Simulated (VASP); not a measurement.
Wanted: the native input for a VASP 6.6.1 run.

```
Task                   : electric field gradients
Functional             : LDA
Potentials or basis    : VASP PAW LDA potentials, release 64 (Nb_sv)
Cutoff                 : 520 eV
k mesh                 : 13 × 13 × 13
Occupations            : fermi-dirac, width 0.03 eV
Spin                   : no spin polarisation
Dipole correction      : no
Further INCAR settings : ALGO = Normal; EDIFF = 1e-08; NBANDS = 12
```

The structure of Nb lies in POSCAR:

```
Nb
1.0
    0.0000000000      2.1079263686      2.1079263686
    2.1079263686      0.0000000000      2.1079263686
    2.1079263686      2.1079263686      0.0000000000
Nb
1
Direct
    0.0000000000      0.0000000000      0.0000000000
```

This cell differs from its parent crystal: volume scaled by 0.99.

These files were run (other wordings do the same):

INCAR

```
SYSTEM = Nb
PREC     = Accurate       ! precision mode
ENCUT    = 520            ! plane-wave cutoff, eV
EDIFF    = 1E-8           ! SCF threshold, eV
ISMEAR   = -1             ! smearing method
SIGMA    = 0.03           ! smearing width, eV
LREAL    = .False.        ! projectors in reciprocal space
LASPH    = .True.         ! aspherical terms in the spheres
NELM     = 100            ! most SCF steps
ALGO     = Normal         ! electronic algorithm
ISIF     = 2              ! what is computed and relaxed
LWAVE    = .False.        ! write WAVECAR
LCHARG   = .False.        ! write CHGCAR
GGA      = CA             ! functional
LEFG     = .True.       
NBANDS   = 12             ! bands
```

KPOINTS

```
Automatic mesh
0
Gamma
  13 13 13
  0 0 0
```

Potentials or basis: VASP PAW LDA potentials, release 64 (Nb_sv).

Command:

```bash
$ cat potpaw_LDA.64/Nb_sv/POTCAR > POTCAR
$ mpirun -np 1 vasp_std > vasp.out
```

Results of the run:

```
Pressure : -8.9 GPa
```

Caveat: without QUAD_EFG the Cq values of the log hold for a quadrupole moment of 1 mb, not for the nuclei.

It took 32 s on 1 thread of Intel Xeon 8259CL, on a shared host, peak memory 0.14 GiB.
